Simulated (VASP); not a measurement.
Here is a VASP 6.6.1 calculation.

Contents of INCAR:

```
SYSTEM = Hf3AlN4
PREC = Accurate ; ENCUT = 600
EDIFF = 1E-6 ; ISMEAR = 0
SIGMA = 0.1 ; LREAL = .False.
LASPH = .True. ; NELM = 100
ALGO = Normal ; ISIF = 3
LWAVE = .False. ; LCHARG = .False.
GGA = PE ; IBRION = 2
NSW = 90 ; EDIFFG = -0.04
```

File KPOINTS:

```
regular mesh
0
Gamma
  4 4 6
  0 0 0
```

POSCAR

```
Hf3AlN4
1.0
    3.4453365000     -4.8724416100      0.0000000000
    3.4453365000      4.8724416100      0.0000000000
    0.0000000000      0.0000000000      3.4453365000
Hf Al N
3 1 4
Direct
    0.0000000000      0.0000000000      0.0000000000
    0.0000000000      0.5000000000      0.5000000000
    0.5000000000      0.0000000000      0.5000000000
    0.5000000000      0.5000000000      0.0000000000
    0.7500000000      0.2500000000      0.0000000000
    0.7500000000      0.7500000000      0.5000000000
    0.2500000000      0.2500000000      0.5000000000
    0.2500000000      0.7500000000      0.0000000000
```

Potentials or basis: VASP PAW PBE potentials, release 64 (Hf_pv, Al, N).

Command:

```bash
$ cat potpaw_PBE.64/Hf_pv/POTCAR potpaw_PBE.64/Al/POTCAR potpaw_PBE.64/N/POTCAR > POTCAR
$ mpirun -np 1 vasp_std > vasp.out
```

**Question.** Estimate the relaxed cell.

**Answer.** a = 5.458 Å, b = 5.458 Å, c = 3.118 Å, α = 90.00°, β = 90.00°, γ = 109.11°.

**Question.** Predict the space group after relaxing (to 0.1 Å).

**Answer.** Cmmm (No. 65).

**Question.** What does it give for the relaxed volume?

**Answer.** 10.97 Å³/atom.

**Question.** What does it give for the band gap on the k mesh?

**Answer.** Zero (an odd number of electrons rules out a gap without spin polarisation).

Forces in eV/Å, atoms in the order of the input:
```
Hf   0.000  0.000  0.000
Hf   0.000  0.000  0.000
Hf   0.000  0.000  0.000
Al   0.000  0.000  0.000
N    0.000  0.004  0.000
N   -0.004  0.000  0.000
N    0.004  0.000  0.000
N    0.000 -0.004  0.000
```

Caveat: the volume moved by over 15 % at a fixed basis, so the end points are rough; spin-orbit coupling is left out, which moves the levels of the heavy elements.
